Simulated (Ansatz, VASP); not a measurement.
**Two plane-wave programs on MnO**

```
Mn O
1.0
     0.00000    2.43651    2.43651
     2.43651    0.00000    2.43651
     2.43651    2.43651    0.00000
Mn O
1 1
Direct
  0.00000 0.00000 0.00000
  0.25000 0.25000 0.25000
```

Alike in both runs: task single point; functional PBE; k mesh 8 × 8 × 8; occupations fermi-dirac, width 0.05 eV; collinear spin.

|  | VASP | Ansatz |
| --- | --- | --- |
| version | VASP 6.6.1 | Ansatz 0.2.0 |
| potentials or method | VASP PAW PBE potentials, release 64 (Mn_pv, O) | Ansatz PAW |
| plane-wave cutoff (eV) | 520 | 420 |
| valence electrons in the cell | 19 | 21 |

VASP gave:

* gap on the k mesh at the Fermi level (eV): none
* pressure (GPa): -4.5
* net moment per atom (μB): 2.50
* size of the moment on the site where the two differ most (μB): 4.44

Question: Estimate Ansatz's values.

Answer: gap on the k mesh at the Fermi level (eV): none; pressure (GPa): -4.7; net moment per atom (μB): 2.50; size of the moment on the site where the two differ most (μB): 4.02.

Site moments also hang on the region over which each program counts them. A gap of «none» marks a metal or a gap that the smearing closes. VASP's potentials hold 19 valence electrons a cell and Ansatz's 21, so a difference there can come from the potentials and not from the codes.
